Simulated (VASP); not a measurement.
# HfN in VASP: notebook

HfN is run at these levels: PBE; tasks: single point.

All numbers are computed with VASP 6.6.1; they aren't measurements. Logs are shortened: lines on timing, memory, paths and dates and some standing lists are left out, and cuts for length are marked.

### 1 The cell of the first run

The cell holds a wire with vacuum, 2 atoms: a = 9.000 Å, b = 9.300 Å, c = 3.947 Å, α = 90.00°, β = 90.00°, γ = 90.00°.

### 2 Single point, PBE, collinear spin, ferromagnetic start

Contents of INCAR:

```
SYSTEM = HfN
PREC = Accurate
ENCUT = 520
EDIFF = 1E-7
ISMEAR = 0
SIGMA = 0.05
LREAL = .False.
LASPH = .True.
NELM = 150
ALGO = Normal
ISIF = 2
LWAVE = .False.
LCHARG = .True.
ISPIN = 2
MAGMOM = 1.5 0.5
LORBIT = 11
LMAXMIX = 4
GGA = PE
LELF = .True.
LVHAR = .True.
NBANDS = 18
```

Contents of KPOINTS:

```
regular mesh
0
Gamma
  1 1 16
  0 0 0
```

Contents of POSCAR:

```
HfN
1.0
    9.0000000000      0.0000000000      0.0000000000
    0.0000000000      9.3000000000      0.0000000000
    0.0000000000      0.0000000000      3.9470559425
Hf N
1 1
Direct
    0.5000000000      0.5000000000      0.0000000000
    0.5000000000      0.5000000000      0.5000000000
```

Potentials or basis: VASP PAW PBE potentials, release 64 (Hf_pv, N).

Run with:

```console
$ cat potpaw_PBE.64/Hf_pv/POTCAR potpaw_PBE.64/N/POTCAR > POTCAR
$ mpirun -np 1 vasp_std > vasp.out
```

OUTCAR:

```text
SYSTEM = HfN
   PREC = Accurate
   ENCUT = 520
   EDIFF = 1E-7
   ISMEAR = 0
   LREAL = .False.
   LASPH = .True.
   NELM = 150
   ISIF = 2
   ISPIN = 2
   LORBIT = 11
   GGA = PE

 ion  position               nearest neighbor table
   1  0.500  0.500  0.000-   2 1.97   2 1.97
   2  0.500  0.500  0.500-   1 1.97   1 1.97

  LATTYP: Found a simple orthorhombic cell.
 ALAT       =     3.9470559425
 B/A-ratio  =     2.2801805019
 C/A-ratio  =     2.3561865186

  Lattice vectors:

 A1 = (   0.0000000000,   0.0000000000,   3.9470559425)
 A2 = (   9.0000000000,   0.0000000000,   0.0000000000)
 A3 = (   0.0000000000,   9.3000000000,   0.0000000000)

Analysis of symmetry for initial positions (statically):
=====================================================================
 Subroutine PRICEL returns:
 Original cell was already a primitive cell.

 Routine SETGRP: Setting up the symmetry group for a
 simple orthorhombic supercell.

 Subroutine GETGRP returns: Found  8 space group operations
 (whereof  8 operations were pure point group operations)
 out of a pool of  8 trial point group operations.

The static configuration has the point symmetry D_2h.

Analysis of symmetry for dynamics (positions and initial velocities):
=====================================================================
 Subroutine PRICEL returns:
 Original cell was already a primitive cell.

 Routine SETGRP: Setting up the symmetry group for a
 simple orthorhombic supercell.

 Subroutine GETGRP returns: Found  8 space group operations
 (whereof  8 operations were pure point group operations)
 out of a pool of  8 trial point group operations.

The dynamic configuration has the point symmetry D_2h.

Analysis of structural, dynamic, and magnetic symmetry:
=====================================================================
 Subroutine PRICEL returns:
 Original cell was already a primitive cell.

 Routine SETGRP: Setting up the symmetry group for a
 simple orthorhombic supercell.

 Subroutine GETGRP returns: Found  8 space group operations
 (whereof  8 operations were pure point group operations)
 out of a pool of  8 trial point group operations.

The overall configuration has the point symmetry D_2h.

 Subroutine INISYM returns: Found  8 space group operations
 (whereof  8 operations are pure point group operations),
 and found     1 'primitive' translations

----------------------------------------------------------------------------------------

                                     Primitive cell

  volume of cell :     330.3686

  direct lattice vectors                    reciprocal lattice vectors
     9.000000000  0.000000000  0.000000000     0.111111111  0.000000000  0.000000000
     0.000000000  9.300000000  0.000000000     0.000000000  0.107526882  0.000000000
     0.000000000  0.000000000  3.947055943     0.000000000  0.000000000  0.253353389

  length of vectors
     9.000000000  9.300000000  3.947055943     0.111111111  0.107526882  0.253353389

  position of ions in fractional coordinates (direct lattice)
     0.500000000  0.500000000  0.000000000
     0.500000000  0.500000000  0.500000000

  ion indices of the primitive-cell ions
   primitive index   ion index
                 1           1
                 2           2

----------------------------------------------------------------------------------------

 KPOINTS: regular mesh

Automatic generation of k-mesh.
 Grid dimensions read from file:
 generate k-points for:    1    1   16

 Generating k-lattice:

  Cartesian coordinates                     Fractional coordinates (reciprocal lattice)
     0.111111111  0.000000000  0.000000000     1.000000000  0.000000000  0.000000000
     0.000000000  0.107526882  0.000000000     0.000000000  1.000000000  0.000000000
     0.000000000  0.000000000  0.015834587     0.000000000  0.000000000  0.062500000

  Length of vectors
     0.111111111  0.107526882  0.015834587

  Shift w.r.t. Gamma in fractional coordinates (k-lattice)
     0.000000000  0.000000000  0.000000000

 Subroutine IBZKPT returns following result:
 ===========================================

 Found      9 irreducible k-points:

 Following reciprocal coordinates:
            Coordinates               Weight
  0.000000  0.000000  0.000000      1.000000
  0.000000  0.000000  0.062500      2.000000
  0.000000  0.000000  0.125000      2.000000
  0.000000  0.000000  0.187500      2.000000
  0.000000  0.000000  0.250000      2.000000
  0.000000  0.000000  0.312500      2.000000
  0.000000  0.000000  0.375000      2.000000
  0.000000  0.000000  0.437500      2.000000
  0.000000  0.000000  0.500000      1.000000
   k-points           NKPTS =      9   k-points in BZ     NKDIM =      9   number of bands    NBANDS=     18
   number of dos      NEDOS =    301   number of ions     NIONS =      2
   total plane-waves  NPLWV = 147000
   dimension x,y,z NGX =    70 NGY =   70 NGZ =   30
   dimension x,y,z NGXF=   140 NGYF=  140 NGZF=   60
   ions per type =               1   1
   NGX,Y,Z   is equivalent  to a cutoff of  12.93, 12.51, 12.64 a.u.
   NGXF,Y,Z  is equivalent  to a cutoff of  25.86, 25.03, 25.27 a.u.
 SYSTEM =  HfN
   PREC   = accura    normal or accurate (medium, high low for compatibility)
   ISTART =      0    job   : 0-new  1-cont  2-samecut
   ICHARG =      2    charge: 1-file 2-atom 10-const
   ISPIN  =      2    spin polarized calculation?
   LNONCOLLINEAR =      F non collinear calculations
   LSORBIT =      F    spin-orbit coupling
   LASPH  =      T    aspherical Exc in radial PAW
   ENCUT  =  520.0 eV  38.22 Ry    6.18 a.u.  16.73 17.29  7.34*2*pi/ulx,y,z
   NELM   =    150;   NELMIN=  2; NELMDL= -5     # of ELM steps
   EDIFF  = 0.1E-06   stopping-criterion for ELM
   LREAL  =      F    real-space projection
   EDIFFG = 0.1E-05   stopping-criterion for IOM
   NSW    =      0    number of steps for IOM
   IBRION =     -1    ionic relax: 0-MD 1-quasi-New 2-CG
   NFREE  =      0    steps in history (QN), initial steepest desc. (CG)
   ISIF   =      2    stress and relaxation
   ISYM   =      2    0-nonsym 1-usesym 2-fastsym
   POTIM  = 0.5000    time-step for ionic-motion
   TEBEG  =    0.0;   TEEND  =   0.0 temperature during run
   PSTRESS=    0.0 pullay stress
   NELECT =      15.0000    total number of electrons
   NUPDOWN=      -1.0000    fix difference up-down
   EMIN   =  10.00;   EMAX   =-10.00  energy-range for DOS
   EFERMI =   0.00;   METHOD = LEGACY
   ISMEAR =     0;   SIGMA  =   0.05  broadening in eV -4-tet -1-fermi 0-gaus
   EFERMI_NEDOS =   21; number of points for ismear=-14 and -15
   IALGO  =     38    algorithm
   IMIX   =      4    mixing-type and parameters
     AMIX     =   0.40;   BMIX     =  1.00
     AMIX_MAG =   1.60;   BMIX_MAG =  1.00
  volume/ion in A,a.u.               =     165.18      1114.72
  Fermi-wavevector in a.u.,A,eV,Ry     =   0.584035  1.103666  4.640908  0.341097
  Thomas-Fermi vector in A             =   1.629571
   LORBIT       =     11    0 simple, 1 ext, 2 COOP (PROOUT), +10 PAW based schemes
   GGA     = PE    functional components
   LHFCALC =     F    Hartree Fock is set to
   AEXX    =    0.0000 exact exchange contribution
   IVDW    =     0    specifies the selected vdW correction
   LEPSILON=     F    determine dielectric tensor
   LRPA    =     F    only Hartree local field effects (RPA)
 spin polarized calculation
 Gauss-broadening in eV      SIGMA  =   0.05
  energy-cutoff  :      520.00
  volume of cell :      330.37
 maximum number of plane-waves:      8925
 NGX is ok and might be reduce to    70
   NGX = 33   NGY = 35   NGZ = 15

 number of electron      14.9999998 magnetization       0.9685252

 Free energy of the ion-electron system (eV)
  ---------------------------------------------------
  ext. energy  EPLUGINS =         0.00000000
  ---------------------------------------------------
  free energy    TOTEN  =       -15.66464664 eV

  energy without entropy =      -15.66185747  energy(sigma->0) =      -15.66325205

 E-fermi :  -3.2454     XC(G=0):  -2.5420

 val. band max:       -3.2690384376   @ k =   0.0000   0.0000   0.0000
 cond. band min:      -3.2176190010   @ k =   0.0000   0.0000   0.1250
 fundamental gap:      0.0514194366
 Fermi energy:        -3.2453804411

 spin component 1

 k-point     1 :       0.0000    0.0000    0.0000
  band No.  band energies     occupation
      1     -35.2910      1.00000
      2     -35.2902      1.00000
      3     -34.4802      1.00000
      4     -16.6017      1.00000
      5      -4.5326      1.00000
      6      -4.5309      1.00000
[... 10 lines left out ...]
     17       2.5945      0.00000
     18       2.6338      0.00000
[... 148 lines left out ...]
 k-point     9 :       0.0000    0.0000    0.5000
  band No.  band energies     occupation
      1     -35.2850      1.00000
      2     -35.2842      1.00000
      3     -34.5843      1.00000
      4     -14.6092      1.00000
      5      -8.1927      1.00000
      6      -6.0456      1.00000
[... 10 lines left out ...]
     17       3.4073      0.00000
     18       3.4866      0.00000
 Fermi energy:        -3.2453804411

 spin component 2

 k-point     1 :       0.0000    0.0000    0.0000
  band No.  band energies     occupation
      1     -35.1060      1.00000
      2     -35.1050      1.00000
      3     -34.3118      1.00000
      4     -16.4072      1.00000
      5      -4.4279      1.00000
      6      -4.4263      1.00000
[... 10 lines left out ...]
     17       2.8874      0.00000
     18       2.9186      0.00000
[... 148 lines left out ...]
 k-point     9 :       0.0000    0.0000    0.5000
  band No.  band energies     occupation
      1     -35.0999      1.00000
      2     -35.0989      1.00000
      3     -34.4165      1.00000
      4     -14.4327      1.00000
      5      -7.8320      1.00000
      6      -5.9391      1.00000
[... 10 lines left out ...]
     17       3.5221      0.00000
     18       3.6823      0.00000

------------------------ aborting loop because EDIFF is reached ----------------------------------------

  FORCE on cell =-STRESS in cart. coord.  units (eV):
  Direction    XX          YY          ZZ          XY          YZ          ZX
  --------------------------------------------------------------------------------------
  -------------------------------------------------------------------------------------
  Total       -0.0817162     -0.0655459     -0.1330868      0.0000000      0.0000000      0.0000000
  in kB       -0.3962961     -0.3178759     -0.6454267      0.0000000      0.0000000      0.0000000
  external PRESSURE =      -0.4531996 kB  Pullay stress =       0.0000000 kB

 VOLUME and BASIS-vectors are now :
 -----------------------------------------------------------------------------
  energy-cutoff  :      520.00
  volume of cell :      330.37
      direct lattice vectors                 reciprocal lattice vectors
     9.000000000  0.000000000  0.000000000     0.111111111  0.000000000  0.000000000
     0.000000000  9.300000000  0.000000000     0.000000000  0.107526882  0.000000000
     0.000000000  0.000000000  3.947055943     0.000000000  0.000000000  0.253353389

 POSITION                                       TOTAL-FORCE (eV/Angst)
 -----------------------------------------------------------------------------------
      4.50000      4.65000      0.00000         0.000000      0.000000      0.000000
      4.50000      4.65000      1.97353         0.000000      0.000000      0.000000
 -----------------------------------------------------------------------------------
    total drift:                                0.000000      0.000000      0.000000

  FREE ENERGIE OF THE ION-ELECTRON SYSTEM (eV)
  ---------------------------------------------------
  free  energy   TOTEN  =       -15.6646466403 eV

  energy  without entropy=      -15.6618574653  energy(sigma->0) =      -15.66325205

 total charge

# of ion       s       p       d       tot
------------------------------------------
    1        0.429   6.467   1.396   8.292
    2        1.294   2.402   0.000   3.696
--------------------------------------------------
tot          1.723   8.868   1.396  11.988

 magnetization (x)

# of ion       s       p       d       tot
------------------------------------------
    1        0.152   0.078   0.160   0.390
    2        0.007   0.092   0.000   0.099
--------------------------------------------------
tot          0.159   0.170   0.160   0.489
```

Wall time 2.3 min (1 thread of Intel Xeon 6975P-C (Granite Rapids), shared host); peak memory 0.52 GiB.

Results:

- Free energy: -15.6646 eV
- Band gap on the k mesh: 0.05 eV, indirect (least direct gap 0.24 eV)
- Net moment: 0.97 μB per cell
- Site moments: Hf +0.39; N +0.10 μB
- Valence electrons inside the program's atomic spheres: Hf 8.29; N 3.70

Levels at points of the mesh, in eV from the valence-band top:
Spin up:
```
           k point  band 4  band 5  band 6  band 7  band 8  band 9  band 10  band 11  band 12  band 13
(0.00, 0.00, 0.00)  -13.33   -1.26   -1.26   -0.82    0.00    0.70     0.72     1.96     1.96     3.44
(0.00, 0.00, 0.50)  -11.34   -4.92   -2.78   -2.78   -0.27    0.96     0.97     3.89     3.91     4.71
```
Spin down:
```tsv
k point	band 5	band 6	band 7	band 8	band 9	band 10
(0.00, 0.00, 0.00)	-1.16	-1.16	-0.04	0.43	1.33	1.35
(0.00, 0.00, 0.50)	-4.56	-2.67	-2.67	0.63	1.63	1.63
```

Caveat: spin-orbit coupling is left out, which moves the levels of the heavy elements.

(Continued in part 2 of 2.)
